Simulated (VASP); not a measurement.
# Ca (Fm-3m) in VASP: notebook, part 2 of 2

VASP 6.6.1. The steps go on from the part before.

### Step 3. Single point, PBEsol

This run uses another cell than the first one, of 29.10 Å³/atom.

Contents of INCAR:

```
SYSTEM = Ca
PREC = Accurate
ENCUT = 520
EDIFF = 1E-6
ISMEAR = -1
SIGMA = 0.08
LREAL = .FALSE.
LASPH = .TRUE.
NELM = 100
ALGO = Normal
ISIF = 2
LWAVE = .FALSE.
LCHARG = .FALSE.
GGA = PS
NBANDS = 11
```

Contents of KPOINTS:

```
Automatic mesh
0
G
  18 18 18
  0 0 0
```

Contents of POSCAR:

```
Ca
1.0
    0.0000000000      2.4414085814      2.4414085814
    2.4414085814      0.0000000000      2.4414085814
    2.4414085814      2.4414085814      0.0000000000
Ca
1
Direct
    0.0000000000      0.0000000000      0.0000000000
```

Potentials or basis: VASP PAW PBE potentials, release 64 (Ca_sv).

Launch:

```sh
$ cat potpaw_PBE.64/Ca_sv/POTCAR > POTCAR
$ mpirun -np 1 vasp_std > vasp.out
```

OUTCAR:

```text
SYSTEM = Ca
   PREC = Accurate
   ENCUT = 520
   EDIFF = 1E-6
   ISMEAR = -1
   LREAL = .FALSE.
   LASPH = .TRUE.
   NELM = 100
   ISIF = 2
   GGA = PS

 ion  position               nearest neighbor table
   1  0.000  0.000  0.000-

  LATTYP: Found a face centered cubic cell.
 ALAT       =     4.8828171628

  Lattice vectors:

 A1 = (   0.0000000000,   2.4414085814,   2.4414085814)
 A2 = (   2.4414085814,   0.0000000000,   2.4414085814)
 A3 = (   2.4414085814,   2.4414085814,   0.0000000000)

Analysis of symmetry for initial positions (statically):
=====================================================================
 Subroutine PRICEL returns:
 Original cell was already a primitive cell.

 Routine SETGRP: Setting up the symmetry group for a
 face centered cubic supercell.

 Subroutine GETGRP returns: Found 48 space group operations
 (whereof 48 operations were pure point group operations)
 out of a pool of 48 trial point group operations.

The static configuration has the point symmetry O_h .

Analysis of symmetry for dynamics (positions and initial velocities):
[... 163 lines left out ...]

 k-point     1 :       0.0000    0.0000    0.0000
  band No.  band energies     occupation
      1     -37.4729      2.00000
      2     -18.3352      2.00000
      3     -18.3352      2.00000
      4     -18.3352      2.00000
      5      -1.0493      2.00000
      6       6.3515      0.00000
      7       6.3515      0.00000
      8       6.3515      0.00000
      9       8.0011      0.00000
     10       8.0011      0.00000
     11      14.4462      0.00000
[... 309 lines left out ...]
 k-point    24 :      -0.2222    0.0556    0.0000
  band No.  band energies     occupation
      1     -37.4369      2.00000
      2     -18.5833      2.00000
      3     -18.3822      2.00000
      4     -18.3603      2.00000
      5       0.2927      2.00000
      6       5.1981      0.00000
      7       6.4858      0.00000
      8       6.6348      0.00000
      9       7.7138      0.00000
     10       8.2092      0.00000
     11      13.8520      0.00000

 [... further k-points ...]

------------------------ aborting loop because EDIFF is reached ----------------------------------------

  FORCE on cell =-STRESS in cart. coord.  units (eV):
  Direction    XX          YY          ZZ          XY          YZ          ZX
  --------------------------------------------------------------------------------------
  -------------------------------------------------------------------------------------
  Total        1.8166616      1.8166616      1.8166616      0.0000000      0.0000000      0.0000000
  in kB      100.0076506    100.0076506    100.0076506      0.0000000      0.0000000      0.0000000
  external PRESSURE =     100.0076506 kB  Pullay stress =       0.0000000 kB

 VOLUME and BASIS-vectors are now :
 -----------------------------------------------------------------------------
  energy-cutoff  :      520.00
  volume of cell :       29.10
      direct lattice vectors                 reciprocal lattice vectors
     0.000000000  2.441408581  2.441408581    -0.204799804  0.204799804  0.204799804
     2.441408581  0.000000000  2.441408581     0.204799804 -0.204799804  0.204799804
     2.441408581  2.441408581  0.000000000     0.204799804  0.204799804 -0.204799804

 POSITION                                       TOTAL-FORCE (eV/Angst)
 -----------------------------------------------------------------------------------
      0.00000      0.00000      0.00000        -0.000000     -0.000000      0.000000
 -----------------------------------------------------------------------------------
    total drift:                               -0.000000     -0.000000     -0.000000

  FREE ENERGIE OF THE ION-ELECTRON SYSTEM (eV)
  ---------------------------------------------------
  free  energy   TOTEN  =        -1.8583636504 eV

  energy  without entropy=       -1.8411381231  energy(sigma->0) =       -1.84975089
```

OSZICAR:

```text
N       E                     dE             d eps       ncg     rms          rms(c)
DAV:   1     0.684941646589E+02    0.68494E+02   -0.52944E+03  4290   0.867E+02
DAV:   2    -0.384271224438E+00   -0.68878E+02   -0.68124E+02  4602   0.221E+02
DAV:   3    -0.181545641290E+01   -0.14312E+01   -0.14168E+01  5908   0.314E+01
DAV:   4    -0.188688777026E+01   -0.71431E-01   -0.71139E-01  5511   0.570E+00
DAV:   5    -0.188907058352E+01   -0.21828E-02   -0.21826E-02  5983   0.744E-01    0.192E+00
DAV:   6    -0.186826162019E+01    0.20809E-01   -0.81897E-03  5718   0.978E-01    0.112E+00
DAV:   7    -0.185843434882E+01    0.98273E-02   -0.13916E-02  6766   0.121E+00    0.101E-01
DAV:   8    -0.185836356959E+01    0.70779E-04   -0.44785E-04  5040   0.208E-01    0.235E-02
DAV:   9    -0.185836340082E+01    0.16877E-06   -0.37702E-05  6608   0.471E-02    0.996E-03
DAV:  10    -0.185836365037E+01   -0.24955E-06   -0.30416E-06  4981   0.182E-02
   1 F= -.18583637E+01 E0= -.18497509E+01  d E =-.172255E-01
```

stdout:

```text
POSCAR found type information on POSCAR Ca
 POSCAR found :  1 types and       1 ions
 scaLAPACK will be used
 -----------------------------------------------------------------------------
|                                                                             |
|                                                                             |
|     You enforced a specific xc type in the INCAR file but a different       |
|     I HOPE YOU KNOW WHAT YOU ARE DOING!                                     |
|                                                                             |
 -----------------------------------------------------------------------------

 LDA part: xc-table for (Slater+PW92), standard interpolation
 POSCAR, INCAR and KPOINTS ok, starting setup
 FFT: planning ... GRIDC
 FFT: planning ... GRID_SOFT
 FFT: planning ... GRID
 WAVECAR not read
 entering main loop
```

Run time: 31 s. Hardware: 1 thread of AMD EPYC 9R45 (Zen 5), shared host; peak memory 0.17 GiB.

Results:

| Quantity | Value |
| --- | --- |
| Free energy | -1.8584 eV |
| Pressure | 10.0 GPa |

Caveat: the cell stands under pressure; the PAW data sets were made with another functional, which shifts forces and pressure a little.

### Step 4. Single point, PBEsol

This run uses another cell than the first one, of 31.29 Å³/atom.

Contents of INCAR:

```
SYSTEM = Ca
ALGO = Normal
EDIFF = 1E-6
ENCUT = 520
GGA = PS
ISIF = 2
ISMEAR = -1
LASPH = .True.
LCHARG = .False.
LREAL = .False.
LWAVE = .False.
NBANDS = 11
NELM = 100
PREC = Accurate
SIGMA = 0.08
```

Contents of KPOINTS:

```
k-points
0
Gamma
  18 18 18
  0 0 0
```

Contents of POSCAR:

```
Ca
1.0
    0.0000000000      2.5010131148      2.5010131148
    2.5010131148      0.0000000000      2.5010131148
    2.5010131148      2.5010131148      0.0000000000
Ca
1
Direct
    0.0000000000      0.0000000000      0.0000000000
```

Launch:

```sh
$ cat potpaw_PBE.64/Ca_sv/POTCAR > POTCAR
$ mpirun -np 1 vasp_std > vasp.out
```

It took 32 s on 1 thread of AMD EPYC 9R45 (Zen 5), shared host; peak memory 0.17 GiB.

The run converged. Its results:

- Free energy: -1.9742 eV
- Pressure: 7.0 GPa

Levels at points of the mesh, in eV from the Fermi level:
| k point | band 2 | band 3 | band 4 | band 5 | band 6 | band 7 | band 8 | band 9 |
| --- | --- | --- | --- | --- | --- | --- | --- | --- |
| (0.00, 0.00, 0.00) | -22.12 | -22.12 | -22.12 | -4.56 | 2.67 | 2.67 | 2.67 | 4.19 |
| (0.50, 0.00, 0.00) | -22.52 | -22.17 | -22.17 | -1.19 | 0.21 | 2.50 | 2.50 | 5.18 |
| (0.50, 0.50, 0.00) | -22.50 | -22.26 | -22.26 | -0.87 | 0.28 | 1.69 | 5.17 | 5.44 |

Caveat: the cell stands under pressure; the PAW data sets were made with another functional, which shifts forces and pressure a little.

### Step 5. Overview

```csv
cell,pressure (GPa)
"a = 3.342 Å, angles 60.0°, 1 atom",15.0
"a = 3.453 Å, angles 60.0°, 1 atom",10.0
"a = 3.537 Å, angles 60.0°, 1 atom",7.0
```

Alike in all rows: task single point; level PBEsol; potentials or basis VASP PAW PBE potentials, release 64 (Ca_sv); no spin polarisation; k mesh 18 × 18 × 18; cutoff (eV) 520; smearing fermi-dirac 0.08 eV.

Caveats: the cell stands under pressure; the PAW data sets were made with another functional, which shifts forces and pressure a little.

Absolute energies hang on the potentials; compare differences alone.
